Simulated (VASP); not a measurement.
# PbO (Litharge) (P4/nmm) in VASP: further runs

The runs below take PbO (Litharge) through single point, with r2SCAN, PBE.

All numbers are computed with VASP 6.6.1; they aren't measurements. Logs are shortened: lines on timing, memory, paths and dates and some standing lists are left out, and cuts for length are marked.

## 1. The cell of the first run

It takes space group P4/nmm (No. 129, tetragonal). Conventional cell: a = 3.980 Å, b = 3.980 Å, c = 5.001 Å, α = 90.00°, β = 90.00°, γ = 90.00°. Within 3.1 Å of Pb (site symmetry 4mm) lie 4 O at 2.32 Å. O (site symmetry -4m2) has 4 Pb at 2.32 Å and 4 O at 2.81 Å within 3.1 Å.

## 2. Single point, r2SCAN

POSCAR

```
PbO
1.0
    3.9804039041      0.0000000000      0.0000000000
    0.0000000000      3.9804039041      0.0000000000
    0.0000000000      0.0000000000      5.0009130147
Pb O
2 2
Direct
    0.0000000000      0.5000000000      0.2366325594
    0.5000000000      0.0000000000      0.7633674406
    0.0000000000      0.0000000000      0.0000000000
    0.5000000000      0.5000000000      0.0000000000
```

INCAR.step1

```
SYSTEM = PbO
PREC     = Accurate       ! precision mode
ENCUT    = 520            ! plane-wave cutoff, eV
ISMEAR   = 0              ! smearing method
SIGMA    = 0.01           ! smearing width, eV
LREAL    = .False.        ! projectors in reciprocal space
LASPH    = .True.         ! aspherical terms in the spheres
NELM     = 100            ! most SCF steps
NBANDS   = 28             ! bands
GGA      = PE             ! functional
ALGO     = Normal         ! electronic algorithm
EDIFF    = 1E-4           ! SCF threshold, eV
LWAVE    = .True.         ! write WAVECAR
LCHARG   = .False.        ! write CHGCAR
```

INCAR.step2

```
SYSTEM = PbO
PREC     = Accurate       ! precision mode
ENCUT    = 520            ! plane-wave cutoff, eV
EDIFF    = 1E-6           ! SCF threshold, eV
ISMEAR   = 0              ! smearing method
SIGMA    = 0.01           ! smearing width, eV
LREAL    = .False.        ! projectors in reciprocal space
LASPH    = .True.         ! aspherical terms in the spheres
NELM     = 100            ! most SCF steps
ALGO     = Normal         ! electronic algorithm
ISIF     = 2              ! what is computed and relaxed
LWAVE    = .False.        ! write WAVECAR
LCHARG   = .False.        ! write CHGCAR
METAGGA  = R2SCAN         ! meta-GGA
LMIXTAU  = .True.       
NBANDS   = 28             ! bands
ISTART   = 1
```

KPOINTS

```
regular mesh
0
Gamma
  4 4 4
  0 0 0
```

Potentials or basis: VASP PAW PBE potentials, release 64 (Pb_d, O).

Started as:

```sh
$ cat potpaw_PBE.64/Pb_d/POTCAR potpaw_PBE.64/O/POTCAR > POTCAR
$ cp INCAR.step1 INCAR
$ mpirun -np 1 vasp_std > vasp.out
$ cp INCAR.step2 INCAR
$ mpirun -np 1 vasp_std > vasp.out
```

OUTCAR:

```text
SYSTEM = PbO
   PREC = Accurate
   ENCUT = 520
   EDIFF = 1E-6
   ISMEAR = 0
   LREAL = .False.
   LASPH = .True.
   NELM = 100
   ISIF = 2
   METAGGA = R2SCAN
   ISTART = 1

 ion  position               nearest neighbor table
   1  0.000  0.500  0.237-   3 2.32   4 2.32   3 2.32   4 2.32   2 3.68   2 3.68   2 3.68   2 3.68
                             2 3.85   2 3.85   2 3.85   2 3.85
   2  0.500  0.000  0.763-   3 2.32   4 2.32   4 2.32   3 2.32   1 3.68   1 3.68   1 3.68   1 3.68
                             1 3.85   1 3.85   1 3.85   1 3.85
   3  0.000  0.000  0.000-   1 2.32   2 2.32   1 2.32   2 2.32
   4  0.500  0.500  0.000-   1 2.32   2 2.32   2 2.32   1 2.32

  LATTYP: Found a simple tetragonal cell.
 ALAT       =     3.9804039041
 C/A-ratio  =     1.2563833056

  Lattice vectors:

 A1 = (   3.9804039041,   0.0000000000,   0.0000000000)
 A2 = (   0.0000000000,   3.9804039041,   0.0000000000)
 A3 = (   0.0000000000,   0.0000000000,   5.0009130147)

Analysis of symmetry for initial positions (statically):
=====================================================================
 Subroutine PRICEL returns:
 Original cell was already a primitive cell.

 Routine SETGRP: Setting up the symmetry group for a
 simple tetragonal supercell.

 Subroutine GETGRP returns: Found 16 space group operations
 (whereof  8 operations were pure point group operations)
 out of a pool of 16 trial point group operations.

The static configuration has the point symmetry D_2d.
 The point group associated with its full space group is D_4h.

Analysis of symmetry for dynamics (positions and initial velocities):
=====================================================================
 Subroutine PRICEL returns:
 Original cell was already a primitive cell.

 Routine SETGRP: Setting up the symmetry group for a
 simple tetragonal supercell.

 Subroutine GETGRP returns: Found 16 space group operations
 (whereof  8 operations were pure point group operations)
 out of a pool of 16 trial point group operations.

The dynamic configuration has the point symmetry D_2d.
 The point group associated with its full space group is D_4h.

 Subroutine INISYM returns: Found 16 space group operations
 (whereof  8 operations are pure point group operations),
 and found     1 'primitive' translations

----------------------------------------------------------------------------------------

[... 88 lines left out ...]
   NELM   =    100;   NELMIN=  2; NELMDL=  0     # of ELM steps
   EDIFF  = 0.1E-05   stopping-criterion for ELM
   LREAL  =      F    real-space projection
   EDIFFG = 0.1E-04   stopping-criterion for IOM
   NSW    =      0    number of steps for IOM
   IBRION =     -1    ionic relax: 0-MD 1-quasi-New 2-CG
   NFREE  =      0    steps in history (QN), initial steepest desc. (CG)
   ISIF   =      2    stress and relaxation
   ISYM   =      2    0-nonsym 1-usesym 2-fastsym
   POTIM  = 0.5000    time-step for ionic-motion
   TEBEG  =    0.0;   TEEND  =   0.0 temperature during run
   PSTRESS=    0.0 pullay stress
   NELECT =      40.0000    total number of electrons
   NUPDOWN=      -1.0000    fix difference up-down
   EMIN   =  10.00;   EMAX   =-10.00  energy-range for DOS
   EFERMI =   0.00;   METHOD = LEGACY
   ISMEAR =     0;   SIGMA  =   0.01  broadening in eV -4-tet -1-fermi 0-gaus
   EFERMI_NEDOS =   21; number of points for ismear=-14 and -15
   IALGO  =     38    algorithm
   IMIX   =      4    mixing-type and parameters
     AMIX     =   0.40;   BMIX     =  1.00
     AMIX_MAG =   1.60;   BMIX_MAG =  1.00
  volume/ion in A,a.u.               =      19.81       133.67
  Fermi-wavevector in a.u.,A,eV,Ry     =   1.303548  2.463348 23.119522  1.699237
  Thomas-Fermi vector in A             =   2.434543
   LORBIT       =      0    0 simple, 1 ext, 2 COOP (PROOUT), +10 PAW based schemes
   METAGGA = R2SCAN    functional components
   LHFCALC =     F    Hartree Fock is set to
   AEXX    =    0.0000 exact exchange contribution
   IVDW    =     0    specifies the selected vdW correction
   LEPSILON=     F    determine dielectric tensor
   LRPA    =     F    only Hartree local field effects (RPA)
 non-spin polarized calculation
 Gauss-broadening in eV      SIGMA  =   0.01
  energy-cutoff  :      520.00
  volume of cell :       79.23
 maximum number of plane-waves:      2170
 NGX is ok and might be reduce to    30
   NGX = 15   NGY = 15   NGZ = 19

 number of electron      39.9999997 magnetization

 Free energy of the ion-electron system (eV)
  ---------------------------------------------------
  ext. energy  EPLUGINS =         0.00000000
  ---------------------------------------------------
  free energy    TOTEN  =      -129.49642752 eV

  energy without entropy =     -129.49642752  energy(sigma->0) =     -129.49642752

 E-fermi :   5.0339     XC(G=0): -10.4716

 val. band max:        4.9406593404   @ k =   0.0000   0.0000   0.0000
 cond. band min:       6.4751373176   @ k =   0.5000   0.5000   0.0000
 fundamental gap:      1.5344779772
 Fermi energy:         5.0339489803

 k-point     1 :       0.0000    0.0000    0.0000
  band No.  band energies     occupation
      1     -14.5290      2.00000
      2     -13.9016      2.00000
      3     -11.6123      2.00000
      4     -11.6123      2.00000
      5     -11.5418      2.00000
      6     -11.5351      2.00000
[... 547 lines left out ...]
     27      16.6160      0.00000
     28      16.6160      0.00000

------------------------ aborting loop because EDIFF is reached ----------------------------------------

  FORCE on cell =-STRESS in cart. coord.  units (eV):
  Direction    XX          YY          ZZ          XY          YZ          ZX
  --------------------------------------------------------------------------------------
  -------------------------------------------------------------------------------------
  Total        0.8775568      0.8775568      0.8107326      0.0000000     -0.0000000      0.0000000
  in kB       17.7452540     17.7452540     16.3939882      0.0000000     -0.0000000      0.0000000
  external PRESSURE =      17.2948321 kB  Pullay stress =       0.0000000 kB

 VOLUME and BASIS-vectors are now :
 -----------------------------------------------------------------------------
  energy-cutoff  :      520.00
  volume of cell :       79.23
      direct lattice vectors                 reciprocal lattice vectors
     3.980403904  0.000000000  0.000000000     0.251230786  0.000000000  0.000000000
     0.000000000  3.980403904  0.000000000     0.000000000  0.251230786  0.000000000
     0.000000000  0.000000000  5.000913015     0.000000000  0.000000000  0.199963486

 POSITION                                       TOTAL-FORCE (eV/Angst)
 -----------------------------------------------------------------------------------
      0.00000      1.99020      1.18338        -0.000000      0.000000      0.093775
      1.99020      0.00000      3.81753         0.000000     -0.000000     -0.093775
      0.00000      0.00000      0.00000         0.000000     -0.000000     -0.000000
      1.99020      1.99020      0.00000         0.000000      0.000000     -0.000000
 -----------------------------------------------------------------------------------
    total drift:                                0.000000      0.000000     -0.000000

  FREE ENERGIE OF THE ION-ELECTRON SYSTEM (eV)
  ---------------------------------------------------
  free  energy   TOTEN  =      -129.4964275181 eV

  energy  without entropy=     -129.4964275181  energy(sigma->0) =     -129.49642752
```

OUTCAR.step1:

```text
SYSTEM = PbO
   PREC = Accurate
   ENCUT = 520
   ISMEAR = 0
   LREAL = .False.
   LASPH = .True.
   NELM = 100
[... 782 lines left out ...]
      1.99020      0.00000      3.81753        -0.000000      0.000000     -0.395720
      0.00000      0.00000      0.00000        -0.000000     -0.000000      0.000000
      1.99020      1.99020      0.00000        -0.000000      0.000000      0.000000
 -----------------------------------------------------------------------------------
    total drift:                                0.000000      0.000000     -0.000000

  FREE ENERGIE OF THE ION-ELECTRON SYSTEM (eV)
  ---------------------------------------------------
  free  energy   TOTEN  =       -21.4118528625 eV

  energy  without entropy=      -21.4118528625  energy(sigma->0) =      -21.41185286
```

Run time: 4.9 min. Hardware: 1 thread of AMD EPYC 7R13, shared host; peak memory 0.18 GiB.

What came out:

- Free energy: -129.4964 eV
- Pressure: 1.7 GPa
- Largest force: 0.094 eV/Å
- Band gap on the k mesh: 1.53 eV, indirect (least direct gap 2.69 eV)

Forces on the atoms (eV/Å):
```
Pb   0.000  0.000  0.094
Pb   0.000  0.000 -0.094
O    0.000  0.000  0.000
O    0.000  0.000  0.000
```

Stress tensor (GPa, compression positive):
```
1.77 0.00 0.00
0.00 1.77 0.00
0.00 0.00 1.64
```

Levels at points of the mesh, in eV from the valence-band top:
| k point | band 16 | band 17 | band 18 | band 19 | band 20 | band 21 | band 22 | band 23 | band 24 | band 25 |
| --- | --- | --- | --- | --- | --- | --- | --- | --- | --- | --- |
| (0.00, 0.00, 0.00) | -4.44 | -1.83 | -1.80 | -1.80 | 0.00 | 2.81 | 5.88 | 6.06 | 6.06 | 7.13 |
| (0.50, 0.00, 0.00) | -3.32 | -3.16 | -3.16 | -1.72 | -1.72 | 3.78 | 3.78 | 7.06 | 7.06 | 7.16 |
| (0.50, 0.50, 0.00) | -3.57 | -1.74 | -1.74 | -1.15 | -1.15 | 1.53 | 1.53 | 5.71 | 5.71 | 8.46 |
| (0.00, 0.00, 0.50) | -4.28 | -1.87 | -1.82 | -1.82 | -1.00 | 2.32 | 4.38 | 4.38 | 4.50 | 9.30 |
| (0.50, 0.00, 0.50) | -3.80 | -3.12 | -3.12 | -1.07 | -1.07 | 3.42 | 3.42 | 6.77 | 6.77 | 7.87 |
| (0.50, 0.50, 0.50) | -4.01 | -2.33 | -2.33 | -1.16 | -1.16 | 3.81 | 3.81 | 5.23 | 5.23 | 6.18 |

Caveat: the PAW data sets were made with another functional, which shifts forces and pressure a little; spin-orbit coupling is left out, which moves the levels of the heavy elements.

## 3. Single point, PBE

INCAR

```
SYSTEM = PbO
ALGO = Normal ; EDIFF = 1E-7
ENCUT = 520 ; GGA = PE
ISIF = 2 ; ISMEAR = 0
LASPH = .True. ; LCHARG = .True.
LELF = .True. ; LREAL = .False.
LVHAR = .True. ; LWAVE = .False.
NBANDS = 28 ; NELM = 60
PREC = Accurate ; SIGMA = 0.01
```

KPOINTS

```
k-points
0
Gamma
  6 6 4
  0 0 0
```

POSCAR is that of step 2.

Potentials or basis: VASP PAW PBE potentials, release 64 (Pb_d, O).

Started as:

```sh
$ cat potpaw_PBE.64/Pb_d/POTCAR potpaw_PBE.64/O/POTCAR > POTCAR
$ mpirun -np 1 vasp_std > vasp.out
```

It took 2.2 min on 1 thread of AMD EPYC 7R13, shared host; peak memory 0.18 GiB.

The run converged. Its results:

```yaml
Free_energy: -21.4166 eV
Pressure: 4.6 GPa
Largest_force: 0.400 eV/Å
Band_gap_on_the_k_mesh: 1.23 eV, indirect (least direct gap 2.28 eV)
```

Forces on the atoms (eV/Å):
```
Pb   0.000  0.000  0.400
Pb   0.000  0.000 -0.400
O    0.000  0.000  0.000
O    0.000  0.000  0.000
```

Stress tensor (GPa, compression positive):
```
4.88 0.00 0.00
0.00 4.88 0.00
0.00 0.00 3.95
```

Levels at points of the mesh, in eV from the valence-band top:
```
           k point  band 17  band 18  band 19  band 20  band 21  band 22  band 23  band 24
(0.00, 0.00, 0.00)    -1.70    -1.67    -1.67     0.00     2.40     5.52     5.66     5.66
(0.50, 0.00, 0.00)    -3.02    -3.02    -1.64    -1.64     3.42     3.42     6.61     6.61
(0.50, 0.50, 0.00)    -1.64    -1.64    -1.04    -1.04     1.23     1.23     5.33     5.33
(0.00, 0.00, 0.50)    -1.74    -1.70    -1.70    -0.92     1.97     4.03     4.03     4.26
(0.50, 0.00, 0.50)    -2.98    -2.98    -0.98    -0.98     3.11     3.11     6.34     6.34
(0.50, 0.50, 0.50)    -2.23    -2.23    -1.05    -1.05     3.49     3.49     4.79     4.79
```

Caveat: spin-orbit coupling is left out, which moves the levels of the heavy elements. A k mesh can miss the band edges.
